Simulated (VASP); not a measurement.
# SnO2 (I4_1/amd) in VASP: a series of runs

SnO2 is run at these levels: PBE; tasks: single point.

Program: VASP 6.6.1. These are calculated values, not measurements. Logs are shortened: lines on timing, memory, paths and dates and some standing lists are left out, and cuts for length are marked.

**1. The cell of the first run**

The structure is tetragonal, space group I4_1/amd (No. 141). The conventional cell has a = 3.999 Å, b = 3.999 Å, c = 10.203 Å, α = 90.00°, β = 90.00°, γ = 90.00°. Sn (site symmetry -4m2) has 6 O at 2.05 to 2.08 Å within 2.7 Å. Within 2.7 Å of O (site symmetry 2mm) lie 3 Sn at 2.05 to 2.08 Å and 2 O at 2.56 Å.

**2. Single point, PBE**

Contents of INCAR:

```
SYSTEM = SnO2
PREC = Accurate
ENCUT = 600
EDIFF = 1E-6
ISMEAR = 0
SIGMA = 0.01
LREAL = .FALSE.
LASPH = .TRUE.
NELM = 120
ALGO = Normal
ISIF = 2
LWAVE = .FALSE.
LCHARG = .TRUE.
GGA = PE
LELF = .TRUE.
LVHAR = .TRUE.
NBANDS = 35
GGA_COMPAT = .FALSE.
```

Contents of KPOINTS:

```
regular mesh
0
G
  2 2 2
  0 0 0
```

Contents of POSCAR:

```
SnO2
1.0
   -1.9996340854      1.9996340854      5.1012674953
    1.9996340854     -1.9996340854      5.1012674953
    1.9996340854      1.9996340854     -5.1012674953
Sn O
2 4
Direct
    0.7500000000      0.2500000000      0.5000000000
    0.0000000000      0.0000000000      0.0000000000
    0.5463402343      0.0463402343      0.5000000000
    0.7963402343      0.7963402343      0.0000000000
    0.2036597657      0.2036597657      0.0000000000
    0.9536597657      0.4536597657      0.5000000000
```

Potentials or basis: VASP PAW PBE potentials, release 64 (Sn_d, O).

The run is started by

```sh
$ cat potpaw_PBE.64/Sn_d/POTCAR potpaw_PBE.64/O/POTCAR > POTCAR
$ mpirun -np 1 vasp_std > vasp.out
```

OUTCAR:

```text
SYSTEM = SnO2
   PREC = Accurate
   ENCUT = 600
   EDIFF = 1E-6
   ISMEAR = 0
   LREAL = .FALSE.
   LASPH = .TRUE.
   NELM = 120
   ISIF = 2
   GGA = PE

 ion  position               nearest neighbor table
   1  0.750  0.250  0.500-   4 2.05   5 2.05   4 2.05   5 2.05   3 2.08   6 2.08   2 3.24   2 3.24
                             2 3.24   2 3.24
   2  0.000  0.000  0.000-   3 2.05   6 2.05   3 2.05   6 2.05   5 2.08   4 2.08   1 3.24   1 3.24
                             1 3.24   1 3.24
   3  0.546  0.046  0.500-   2 2.05   2 2.05   1 2.08
   4  0.796  0.796  0.000-   1 2.05   1 2.05   2 2.08
   5  0.204  0.204  0.000-   1 2.05   1 2.05   2 2.08
   6  0.954  0.454  0.500-   2 2.05   2 2.05   1 2.08

  LATTYP: Found a body centered tetragonal cell.
 ALAT       =     3.9992681708
 C/A-ratio  =     2.5511004901

  Lattice vectors:

 A1 = (  -1.9996340854,   1.9996340854,   5.1012674953)
 A2 = (   1.9996340854,  -1.9996340854,   5.1012674953)
 A3 = (   1.9996340854,   1.9996340854,  -5.1012674953)

Analysis of symmetry for initial positions (statically):
=====================================================================
 Subroutine PRICEL returns:
 Original cell was already a primitive cell.

 Routine SETGRP: Setting up the symmetry group for a
 body centered tetragonal supercell.

 Subroutine GETGRP returns: Found 16 space group operations
 (whereof  8 operations were pure point group operations)
 out of a pool of 16 trial point group operations.

The static configuration has the point symmetry D_2d.
 The point group associated with its full space group is D_4h.

Analysis of symmetry for dynamics (positions and initial velocities):
=====================================================================
 Subroutine PRICEL returns:
 Original cell was already a primitive cell.

 Routine SETGRP: Setting up the symmetry group for a
 body centered tetragonal supercell.

 Subroutine GETGRP returns: Found 16 space group operations
 (whereof  8 operations were pure point group operations)
 out of a pool of 16 trial point group operations.

The dynamic configuration has the point symmetry D_2d.
 The point group associated with its full space group is D_4h.

 Subroutine INISYM returns: Found 16 space group operations
 (whereof  8 operations are pure point group operations),
 and found     1 'primitive' translations

----------------------------------------------------------------------------------------

                                     Primitive cell

  volume of cell :      81.5904

  direct lattice vectors                    reciprocal lattice vectors
    -1.999634085  1.999634085  5.101267495     0.000000000  0.250045748  0.098014856
     1.999634085 -1.999634085  5.101267495     0.250045748  0.000000000  0.098014856
     1.999634085  1.999634085 -5.101267495     0.250045748  0.250045748  0.000000000

  length of vectors
     5.832666887  5.832666887  5.832666887     0.268569894  0.268569894  0.353618088

  position of ions in fractional coordinates (direct lattice)
     0.750000000  0.250000000  0.500000000
     0.000000000  0.000000000  0.000000000
     0.546340234  0.046340234  0.500000000
     0.796340234  0.796340234  0.000000000
     0.203659766  0.203659766  0.000000000
     0.953659766  0.453659766  0.500000000

  ion indices of the primitive-cell ions
   primitive index   ion index
                 1           1
                 2           2
                 3           3
                 4           4
                 5           5
                 6           6

----------------------------------------------------------------------------------------

 KPOINTS: regular mesh

Automatic generation of k-mesh.
 Grid dimensions read from file:
 generate k-points for:    2    2    2

 Generating k-lattice:

  Cartesian coordinates                     Fractional coordinates (reciprocal lattice)
     0.000000000  0.125022874  0.049007428     0.500000000 -0.000000000  0.000000000
     0.125022874  0.000000000  0.049007428    -0.000000000  0.500000000  0.000000000
     0.125022874  0.125022874  0.000000000     0.000000000  0.000000000  0.500000000

  Length of vectors
     0.134284947  0.134284947  0.176809044

  Shift w.r.t. Gamma in fractional coordinates (k-lattice)
     0.000000000  0.000000000  0.000000000

 Subroutine IBZKPT returns following result:
 ===========================================

 Found      4 irreducible k-points:

 Following reciprocal coordinates:
            Coordinates               Weight
  0.000000  0.000000  0.000000      1.000000
  0.500000  0.000000 -0.000000      4.000000
  0.500000  0.500000 -0.000000      2.000000
  0.500000  0.500000  0.500000      1.000000
   k-points           NKPTS =      4   k-points in BZ     NKDIM =      4   number of bands    NBANDS=     35
   number of dos      NEDOS =    301   number of ions     NIONS =      6
   total plane-waves  NPLWV = 110592
   dimension x,y,z NGX =    48 NGY =   48 NGZ =   48
   dimension x,y,z NGXF=    96 NGYF=   96 NGZF=   96
   ions per type =               2   4
   NGX,Y,Z   is equivalent  to a cutoff of  13.68, 13.68, 13.68 a.u.
   NGXF,Y,Z  is equivalent  to a cutoff of  27.36, 27.36, 27.36 a.u.
 SYSTEM =  SnO2
   PREC   = accura    normal or accurate (medium, high low for compatibility)
   ISTART =      0    job   : 0-new  1-cont  2-samecut
   ICHARG =      2    charge: 1-file 2-atom 10-const
   ISPIN  =      1    spin polarized calculation?
   LNONCOLLINEAR =      F non collinear calculations
   LSORBIT =      F    spin-orbit coupling
   LASPH  =      T    aspherical Exc in radial PAW
   ENCUT  =  600.0 eV  44.10 Ry    6.64 a.u.  11.65 11.65 11.65*2*pi/ulx,y,z
   NELM   =    120;   NELMIN=  2; NELMDL= -5     # of ELM steps
   EDIFF  = 0.1E-05   stopping-criterion for ELM
   LREAL  =      F    real-space projection
   EDIFFG = 0.1E-04   stopping-criterion for IOM
   NSW    =      0    number of steps for IOM
   IBRION =     -1    ionic relax: 0-MD 1-quasi-New 2-CG
   NFREE  =      0    steps in history (QN), initial steepest desc. (CG)
   ISIF   =      2    stress and relaxation
   ISYM   =      2    0-nonsym 1-usesym 2-fastsym
   POTIM  = 0.5000    time-step for ionic-motion
   TEBEG  =    0.0;   TEEND  =   0.0 temperature during run
   PSTRESS=    0.0 pullay stress
   NELECT =      52.0000    total number of electrons
   NUPDOWN=      -1.0000    fix difference up-down
   EMIN   =  10.00;   EMAX   =-10.00  energy-range for DOS
   EFERMI =   0.00;   METHOD = LEGACY
   ISMEAR =     0;   SIGMA  =   0.01  broadening in eV -4-tet -1-fermi 0-gaus
   EFERMI_NEDOS =   21; number of points for ismear=-14 and -15
   IALGO  =     38    algorithm
   IMIX   =      4    mixing-type and parameters
     AMIX     =   0.40;   BMIX     =  1.00
     AMIX_MAG =   1.60;   BMIX_MAG =  1.00
  volume/ion in A,a.u.               =      13.60        91.77
  Fermi-wavevector in a.u.,A,eV,Ry     =   1.408844  2.662329 27.005406  1.984841
  Thomas-Fermi vector in A             =   2.530960
   LORBIT       =      0    0 simple, 1 ext, 2 COOP (PROOUT), +10 PAW based schemes
   GGA     = PE    functional components
   LHFCALC =     F    Hartree Fock is set to
   AEXX    =    0.0000 exact exchange contribution
   IVDW    =     0    specifies the selected vdW correction
   LEPSILON=     F    determine dielectric tensor
   LRPA    =     F    only Hartree local field effects (RPA)
 non-spin polarized calculation
 Gauss-broadening in eV      SIGMA  =   0.01
  energy-cutoff  :      600.00
  volume of cell :       81.59
 maximum number of plane-waves:      2724
 NGX is ok and might be reduce to    48
   NGX = 23   NGY = 23   NGZ = 23

 number of electron      52.0000004 magnetization

 Free energy of the ion-electron system (eV)
  ---------------------------------------------------
  ext. energy  EPLUGINS =         0.00000000
  ---------------------------------------------------
  free energy    TOTEN  =       -36.92242791 eV

  energy without entropy =      -36.92242791  energy(sigma->0) =      -36.92242791

 E-fermi :   4.1415     XC(G=0): -10.3082

 val. band max:        4.0574967601   @ k =   0.5000   0.5000  -0.0000
 cond. band min:       5.7992511289   @ k =   0.0000   0.0000   0.0000
 fundamental gap:      1.7417543688
 Fermi energy:         4.1415387902

 k-point     1 :       0.0000    0.0000    0.0000
  band No.  band energies     occupation
      1     -16.3137      2.00000
      2     -16.2880      2.00000
      3     -16.1514      2.00000
      4     -15.5788      2.00000
      5     -15.4765      2.00000
      6     -15.4765      2.00000
[... 27 lines left out ...]
     34      16.5666      0.00000
     35      16.5833      0.00000

 k-point     2 :       0.5000    0.0000   -0.0000
  band No.  band energies     occupation
      1     -16.3361      2.00000
      2     -16.0804      2.00000
      3     -15.8059      2.00000
      4     -15.6315      2.00000
      5     -15.4991      2.00000
      6     -15.4446      2.00000
[... 27 lines left out ...]
     34      16.1888      0.00000
     35      17.0158      0.00000

 k-point     3 :       0.5000    0.5000   -0.0000
  band No.  band energies     occupation
      1     -15.9798      2.00000
      2     -15.9798      2.00000
      3     -15.6154      2.00000
      4     -15.6154      2.00000
      5     -15.4697      2.00000
      6     -15.4697      2.00000
[... 27 lines left out ...]
     34      15.7821      0.00000
     35      16.7007      0.00000

 k-point     4 :       0.5000    0.5000    0.5000
  band No.  band energies     occupation
      1     -16.4711      2.00000
      2     -16.4711      2.00000
      3     -15.6570      2.00000
      4     -15.6570      2.00000
      5     -15.5183      2.00000
      6     -15.5183      2.00000
[... 27 lines left out ...]
     34      16.4116      0.00000
     35      17.6793      0.00000

------------------------ aborting loop because EDIFF is reached ----------------------------------------

  FORCE on cell =-STRESS in cart. coord.  units (eV):
  Direction    XX          YY          ZZ          XY          YZ          ZX
  --------------------------------------------------------------------------------------
  -------------------------------------------------------------------------------------
  Total        3.4469762      3.4469762      3.8464125      0.0000000      0.0000000      0.0000000
  in kB       67.6876942     67.6876942     75.5313581      0.0000000      0.0000000      0.0000000
  external PRESSURE =      70.3022488 kB  Pullay stress =       0.0000000 kB

 VOLUME and BASIS-vectors are now :
 -----------------------------------------------------------------------------
  energy-cutoff  :      600.00
  volume of cell :       81.59
      direct lattice vectors                 reciprocal lattice vectors
    -1.999634085  1.999634085  5.101267495     0.000000000  0.250045748  0.098014856
     1.999634085 -1.999634085  5.101267495     0.250045748  0.000000000  0.098014856
     1.999634085  1.999634085 -5.101267495     0.250045748  0.250045748  0.000000000

 POSITION                                       TOTAL-FORCE (eV/Angst)
 -----------------------------------------------------------------------------------
      0.00000      1.99963      2.55063        -0.000000     -0.000000      0.000000
      0.00000      0.00000      0.00000        -0.000000     -0.000000     -0.000000
      0.00000      1.99963      0.47279        -0.000000      0.000000     -0.150298
      0.00000      0.00000      8.12469         0.000000     -0.000000     -0.150298
      0.00000      0.00000      2.07785         0.000000     -0.000000      0.150298
      0.00000      1.99963      4.62848        -0.000000      0.000000      0.150298
 -----------------------------------------------------------------------------------
    total drift:                                0.000000     -0.000000      0.000000

  FREE ENERGIE OF THE ION-ELECTRON SYSTEM (eV)
  ---------------------------------------------------
  free  energy   TOTEN  =       -36.9224279056 eV

  energy  without entropy=      -36.9224279056  energy(sigma->0) =      -36.92242791
```

Run time: 31 s. Hardware: 1 thread of Intel Xeon Platinum 8259CL at 2.50GHz (Skylake/Cascade Lake), shared host; peak memory 0.31 GiB.

What came out:

- Free energy: -36.9224 eV
- Pressure: 7.0 GPa
- Largest force: 0.150 eV/Å
- Band gap on the k mesh: 1.74 eV, indirect (least direct gap 2.09 eV)

Forces on the atoms (eV/Å):
```
Sn   0.000  0.000  0.000
Sn   0.000  0.000  0.000
O    0.000  0.000 -0.150
O    0.000  0.000 -0.150
O    0.000  0.000  0.150
O    0.000  0.000  0.150
```

Levels at points of the mesh, in eV from the valence-band top:
| k point | band 24 | band 25 | band 26 | band 27 | band 28 | band 29 |
| --- | --- | --- | --- | --- | --- | --- |
| (0.00, 0.00, 0.00) | -0.62 | -0.35 | -0.35 | 1.74 | 5.66 | 9.51 |
| (0.50, 0.00, 0.00) | -0.71 | -0.53 | -0.34 | 5.07 | 6.34 | 8.05 |
| (0.50, 0.50, 0.00) | -0.75 | 0.00 | 0.00 | 7.45 | 7.45 | 7.78 |
| (0.50, 0.50, 0.50) | -0.97 | -0.24 | -0.24 | 4.36 | 4.36 | 7.82 |

Caveat: the k points lie up to 1.11 Å⁻¹ apart; spin-orbit coupling is left out, which moves the levels of the heavy elements. A k mesh can miss the band edges.

**3. Single point, PBE**

Contents of INCAR:

```
SYSTEM = SnO2
ALGO = Normal
EDIFF = 1E-6
ENCUT = 600
GGA = PE
GGA_COMPAT = .False.
ISIF = 2
ISMEAR = 0
LASPH = .True.
LCHARG = .True.
LELF = .True.
LREAL = .False.
LVHAR = .True.
LWAVE = .False.
NBANDS = 35
NELM = 120
PREC = Accurate
SIGMA = 0.01
```

Contents of KPOINTS:

```
k-points
0
Gamma
  5 5 5
  0 0 0
```

POSCAR is that of step 2.

Potentials or basis: VASP PAW PBE potentials, release 64 (Sn_d, O).

The run is started by

```sh
$ cat potpaw_PBE.64/Sn_d/POTCAR potpaw_PBE.64/O/POTCAR > POTCAR
$ mpirun -np 1 vasp_std > vasp.out
```

Wall time 91 s (1 thread of Intel Xeon Platinum 8259CL at 2.50GHz (Skylake/Cascade Lake), shared host); peak memory 0.34 GiB.

It converged, with:

| Item | Value |
| --- | --- |
| Free energy | -36.8946 eV |
| Pressure | 7.2 GPa |
| Largest force | 0.118 eV/Å |
| Band gap on the k mesh | 1.70 eV, indirect (least direct gap 2.09 eV) |

Forces in eV/Å, atoms in the order of the input:
```
Sn   0.000  0.000  0.000
Sn   0.000  0.000  0.000
O    0.000  0.000 -0.118
O    0.000  0.000 -0.118
O    0.000  0.000  0.118
O    0.000  0.000  0.118
```

Stress tensor (GPa, compression positive):
```
7.01 0.00 0.00
0.00 7.01 0.00
0.00 0.00 7.57
```

Levels at points of the mesh, in eV from the valence-band top:
| k point | band 24 | band 25 | band 26 | band 27 | band 28 | band 29 |
| --- | --- | --- | --- | --- | --- | --- |
| (0.00, 0.00, 0.00) | -0.66 | -0.39 | -0.39 | 1.70 | 5.62 | 9.46 |

Caveat: the k points lie up to 0.44 Å⁻¹ apart; spin-orbit coupling is left out, which moves the levels of the heavy elements. A k mesh can miss the band edges.

(Continued in part 2 of 2.)
